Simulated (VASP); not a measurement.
# LaNb4O (P4/mmm) in VASP: a series of runs, part 3 of 4

VASP 6.6.1.

### Step 6. Relaxation of cell and atoms, PBE

This run uses another cell than the first one, of 21.72 Å³/atom, 0.989 times its volume.

Input file INCAR:

```
SYSTEM = LaNb4O
ALGO     = Normal         ! electronic algorithm
EDIFF    = 1E-7           ! SCF threshold, eV
EDIFFG   = -0.04          ! ionic threshold
ENCUT    = 600            ! plane-wave cutoff, eV
GGA      = PE             ! functional
IBRION   = 2              ! ionic algorithm
ISIF     = 3              ! what is computed and relaxed
ISMEAR   = 0              ! smearing method
LASPH    = .TRUE.         ! aspherical terms in the spheres
LCHARG   = .FALSE.        ! write CHGCAR
LREAL    = .FALSE.        ! projectors in reciprocal space
LWAVE    = .FALSE.        ! write WAVECAR
NELM     = 60             ! most SCF steps
NSW      = 90             ! ionic steps
PREC     = Accurate       ! precision mode
SIGMA    = 0.1            ! smearing width, eV
```

Input file KPOINTS:

```
k-points
0
G
  6 6 2
  0 0 0
```

Input file POSCAR:

```
LaNb4O
1.0
    3.7344306867      0.0000000000      0.0000000000
    0.0000000000      3.7344306867      0.0000000000
    0.0000000000      0.0000000000      9.3460412869
La Nb O
1 4 1
Direct
    0.5000000000      0.5000000000      0.0000000000
    0.0000000000      0.5000000000      0.6387055497
    0.5000000000      0.0000000000      0.6387055497
    0.0000000000      0.5000000000      0.3612944503
    0.5000000000      0.0000000000      0.3612944503
    0.0000000000      0.0000000000      0.0000000000
```

Potentials or basis: VASP PAW PBE potentials, release 64 (La, Nb_sv, O).

Command:

```console
> cat potpaw_PBE.64/La/POTCAR potpaw_PBE.64/Nb_sv/POTCAR potpaw_PBE.64/O/POTCAR > POTCAR
> mpirun -np 1 vasp_std > vasp.out
```

OUTCAR:

```text
SYSTEM = LaNb4O
   EDIFF = 1E-7
   EDIFFG = -0.04
   ENCUT = 600
   GGA = PE
   IBRION = 2
   ISIF = 3
   ISMEAR = 0
   LASPH = .TRUE.
   LREAL = .FALSE.
   NELM = 60
   NSW = 90
   PREC = Accurate

 ion  position               nearest neighbor table
   1  0.500  0.500  0.000-   6 2.64   6 2.64   6 2.64   6 2.64
   2  0.000  0.500  0.639-   4 2.59   3 2.64   3 2.64   3 2.64   3 2.64
   3  0.500  0.000  0.639-   5 2.59   2 2.64   2 2.64   2 2.64   2 2.64
   4  0.000  0.500  0.361-   2 2.59   5 2.64   5 2.64   5 2.64   5 2.64
   5  0.500  0.000  0.361-   3 2.59   4 2.64   4 2.64   4 2.64   4 2.64
   6  0.000  0.000  0.000-   1 2.64   1 2.64   1 2.64   1 2.64

  LATTYP: Found a simple tetragonal cell.
 ALAT       =     3.7344306867
 C/A-ratio  =     2.5026682970

  Lattice vectors:

 A1 = (   3.7344306867,   0.0000000000,   0.0000000000)
 A2 = (   0.0000000000,   3.7344306867,   0.0000000000)
 A3 = (   0.0000000000,   0.0000000000,   9.3460412869)

Analysis of symmetry for initial positions (statically):
=====================================================================
 Subroutine PRICEL returns:
 Original cell was already a primitive cell.

 Routine SETGRP: Setting up the symmetry group for a
 simple tetragonal supercell.

 Subroutine GETGRP returns: Found 16 space group operations
 (whereof 16 operations were pure point group operations)
 out of a pool of 16 trial point group operations.

The static configuration has the point symmetry D_4h.

Analysis of symmetry for dynamics (positions and initial velocities):
=====================================================================
 Subroutine PRICEL returns:
 Original cell was already a primitive cell.

 Routine SETGRP: Setting up the symmetry group for a
 simple tetragonal supercell.

 Subroutine GETGRP returns: Found 16 space group operations
 (whereof 16 operations were pure point group operations)
 out of a pool of 16 trial point group operations.

The dynamic configuration has the point symmetry D_4h.

 Subroutine INISYM returns: Found 16 space group operations
 (whereof 16 operations are pure point group operations),
 and found     1 'primitive' translations

----------------------------------------------------------------------------------------

                                     Primitive cell

  volume of cell :     130.3396

  direct lattice vectors                    reciprocal lattice vectors
     3.734430687  0.000000000  0.000000000     0.267778434  0.000000000  0.000000000
     0.000000000  3.734430687  0.000000000     0.000000000  0.267778434  0.000000000
     0.000000000  0.000000000  9.346041287     0.000000000  0.000000000  0.106997173

  length of vectors
     3.734430687  3.734430687  9.346041287     0.267778434  0.267778434  0.106997173

  position of ions in fractional coordinates (direct lattice)
     0.500000000  0.500000000  0.000000000
     0.000000000  0.500000000  0.638705550
     0.500000000  0.000000000  0.638705550
     0.000000000  0.500000000  0.361294450
     0.500000000  0.000000000  0.361294450
     0.000000000  0.000000000  0.000000000

  ion indices of the primitive-cell ions
   primitive index   ion index
                 1           1
                 2           2
                 3           3
                 4           4
                 5           5
                 6           6

----------------------------------------------------------------------------------------

 KPOINTS: k-points

Automatic generation of k-mesh.
 Grid dimensions read from file:
 generate k-points for:    6    6    2

 Generating k-lattice:

  Cartesian coordinates                     Fractional coordinates (reciprocal lattice)
     0.044629739  0.000000000  0.000000000     0.166666667  0.000000000  0.000000000
     0.000000000  0.044629739  0.000000000     0.000000000  0.166666667  0.000000000
     0.000000000  0.000000000  0.053498587     0.000000000  0.000000000  0.500000000

  Length of vectors
     0.044629739  0.044629739  0.053498587

  Shift w.r.t. Gamma in fractional coordinates (k-lattice)
     0.000000000  0.000000000  0.000000000

 Subroutine IBZKPT returns following result:
 ===========================================

 Found     20 irreducible k-points:

 Following reciprocal coordinates:
            Coordinates               Weight
  0.000000  0.000000  0.000000      1.000000
  0.166667  0.000000  0.000000      4.000000
  0.333333  0.000000  0.000000      4.000000
  0.500000  0.000000  0.000000      2.000000
  0.166667  0.166667  0.000000      4.000000
  0.333333  0.166667  0.000000      8.000000
[... 12 lines left out ...]
  0.500000  0.333333  0.500000      4.000000
  0.500000  0.500000  0.500000      1.000000
   k-points           NKPTS =     20   k-points in BZ     NKDIM =     20   number of bands    NBANDS=     41
   number of dos      NEDOS =    301   number of ions     NIONS =      6
   total plane-waves  NPLWV =  72000
   dimension x,y,z NGX =    30 NGY =   30 NGZ =   80
   dimension x,y,z NGXF=    60 NGYF=   60 NGZF=  160
   ions per type =               1   4   1
   NGX,Y,Z   is equivalent  to a cutoff of  13.36, 13.36, 14.23 a.u.
   NGXF,Y,Z  is equivalent  to a cutoff of  26.71, 26.71, 28.46 a.u.
 SYSTEM =  LaNb4O
   PREC   = accura    normal or accurate (medium, high low for compatibility)
   ISTART =      0    job   : 0-new  1-cont  2-samecut
   ICHARG =      2    charge: 1-file 2-atom 10-const
   ISPIN  =      1    spin polarized calculation?
   LNONCOLLINEAR =      F non collinear calculations
   LSORBIT =      F    spin-orbit coupling
   LASPH  =      T    aspherical Exc in radial PAW
   ENCUT  =  600.0 eV  44.10 Ry    6.64 a.u.   7.46  7.46 18.67*2*pi/ulx,y,z
   NELM   =     60;   NELMIN=  2; NELMDL= -5     # of ELM steps
   EDIFF  = 0.1E-06   stopping-criterion for ELM
   LREAL  =      F    real-space projection
   EDIFFG = -.4E-01   stopping-criterion for IOM
   NSW    =     90    number of steps for IOM
   IBRION =      2    ionic relax: 0-MD 1-quasi-New 2-CG
   NFREE  =      1    steps in history (QN), initial steepest desc. (CG)
   ISIF   =      3    stress and relaxation
   ISYM   =      2    0-nonsym 1-usesym 2-fastsym
   POTIM  = 0.5000    time-step for ionic-motion
   TEBEG  =    0.0;   TEEND  =   0.0 temperature during run
   PSTRESS=    0.0 pullay stress
   NELECT =      69.0000    total number of electrons
   NUPDOWN=      -1.0000    fix difference up-down
   EMIN   =  10.00;   EMAX   =-10.00  energy-range for DOS
   EFERMI =   0.00;   METHOD = LEGACY
   ISMEAR =     0;   SIGMA  =   0.10  broadening in eV -4-tet -1-fermi 0-gaus
   EFERMI_NEDOS =   21; number of points for ismear=-14 and -15
   IALGO  =     38    algorithm
   IMIX   =      4    mixing-type and parameters
     AMIX     =   0.40;   BMIX     =  1.00
     AMIX_MAG =   1.60;   BMIX_MAG =  1.00
  volume/ion in A,a.u.               =      21.72       146.60
  Fermi-wavevector in a.u.,A,eV,Ry     =   1.324339  2.502637 23.862886  1.753873
  Thomas-Fermi vector in A             =   2.453880
   LORBIT       =      0    0 simple, 1 ext, 2 COOP (PROOUT), +10 PAW based schemes
   GGA     = PE    functional components
   LHFCALC =     F    Hartree Fock is set to
   AEXX    =    0.0000 exact exchange contribution
   IVDW    =     0    specifies the selected vdW correction
   LEPSILON=     F    determine dielectric tensor
   LRPA    =     F    only Hartree local field effects (RPA)
 conjugate gradient relaxation of ions
 non-spin polarized calculation
 Gauss-broadening in eV      SIGMA  =   0.10
  energy-cutoff  :      600.00
  volume of cell :      130.34
 maximum number of plane-waves:      4406
 NGX is ok and might be reduce to    30
   NGX = 15   NGY = 15   NGZ = 37

--------------------------------------- Ionic step        1  -------------------------------------------

 number of electron      69.0000005 magnetization

 Free energy of the ion-electron system (eV)
  ---------------------------------------------------
  ext. energy  EPLUGINS =         0.00000000
  ---------------------------------------------------
  free energy    TOTEN  =       -50.11220867 eV

  energy without entropy =      -50.07920530  energy(sigma->0) =      -50.09570698

------------------------ aborting loop because EDIFF is reached ----------------------------------------

  FORCE on cell =-STRESS in cart. coord.  units (eV):
  Direction    XX          YY          ZZ          XY          YZ          ZX
  --------------------------------------------------------------------------------------
  -------------------------------------------------------------------------------------
  Total       -0.3727118     -0.3727118      0.6393112      0.0000000     -0.0000000      0.0000000
  in kB       -4.5814956     -4.5814956      7.8586222      0.0000000     -0.0000000      0.0000000
  external PRESSURE =      -0.4347897 kB  Pullay stress =       0.0000000 kB
[... 185 lines left out ...]
  energy  without entropy=      -50.0849495047  energy(sigma->0) =      -50.10143863

--------------------------------------- Ionic step        6  -------------------------------------------

 number of electron      69.0000004 magnetization

 Free energy of the ion-electron system (eV)
  ---------------------------------------------------
  ext. energy  EPLUGINS =         0.00000000
  ---------------------------------------------------
  free energy    TOTEN  =       -50.11897232 eV

  energy without entropy =      -50.08706609  energy(sigma->0) =      -50.10301921

 E-fermi :   8.2849     XC(G=0): -10.7507

 val. band max:        8.2775189616   @ k =   0.5000   0.1667   0.5000
 cond. band min:       8.2900991029   @ k =   0.3333   0.3333   0.0000
 fundamental gap:      0.0125801413
 Fermi energy:         8.2849110754

 k-point     1 :       0.0000    0.0000    0.0000
  band No.  band energies     occupation
      1     -46.4298      2.00000
      2     -46.2783      2.00000
      3     -45.9188      2.00000
      4     -45.7780      2.00000
      5     -24.7147      2.00000
      6     -23.0840      2.00000
[... 902 lines left out ...]
  FREE ENERGIE OF THE ION-ELECTRON SYSTEM (eV)
  ---------------------------------------------------
  free  energy   TOTEN  =       -50.1189723197 eV

  energy  without entropy=      -50.0870660920  energy(sigma->0) =      -50.10301921

 reached required accuracy - stopping structural energy minimisation
```

Run time: 7 min. Hardware: 1 thread of AMD EPYC 9R45 (Zen 5), shared host; peak memory 0.33 GiB.

Results:

* Free energy: -50.1190 eV
* Relaxed volume: 21.91 Å³/atom
* Relaxed cell: a = 3.726 Å, b = 3.726 Å, c = 9.470 Å, α = 90.00°, β = 90.00°, γ = 90.00°
* Space group after relaxing (to 0.05 Å): P4/mmm (No. 123)
* Energy gained by relaxing: 1.1 meV/atom
* Ionic steps: 6
* Pressure after relaxing: 0.0 GPa
* Largest force after relaxing: 0.006 eV/Å

Forces in eV/Å, atoms in the order of the input:
```
La   0.000  0.000  0.000
Nb   0.000  0.000  0.006
Nb   0.000  0.000  0.006
Nb   0.000  0.000 -0.006
Nb   0.000  0.000 -0.006
O    0.000  0.000  0.000
```

Step by step:
```tsv
step	energy change (eV)	largest force (eV/Å)	pressure (GPa)	volume (Å³)
1	0.0000	0.0489	-0.04	130.34
2	-0.0033	0.0745	0.37	130.23
3	-0.0033	0.0764	0.41	130.21
4	-0.0056	0.0830	-0.07	131.16
5	-0.0057	0.0847	-0.19	131.41
6	-0.0068	0.0059	0.03	131.45
```

Final structure:
```cif
data_structure
_symmetry_space_group_name_H-M 'P 1'
_symmetry_Int_Tables_number 1
_cell_length_a 3.7257
_cell_length_b 3.7257
_cell_length_c 9.4703
_cell_angle_alpha 90.000
_cell_angle_beta 90.000
_cell_angle_gamma 90.000
_cell_volume 131.45
loop_
_atom_site_label
_atom_site_type_symbol
_atom_site_fract_x
_atom_site_fract_y
_atom_site_fract_z
_atom_site_occupancy
La1 La 0.50000 0.50000 0.00000 1
Nb1 Nb 0.00000 0.50000 0.63700 1
Nb2 Nb 0.50000 0.00000 0.63700 1
Nb3 Nb 0.00000 0.50000 0.36300 1
Nb4 Nb 0.50000 0.00000 0.36300 1
O1 O 0.00000 0.00000 0.00000 1
```

Caveat: spin-orbit coupling is left out, which moves the levels of the heavy elements; an odd number of electrons without spin polarisation forces a metal; a magnetic or distorted state may lie lower.

[end of part 3 of 4]
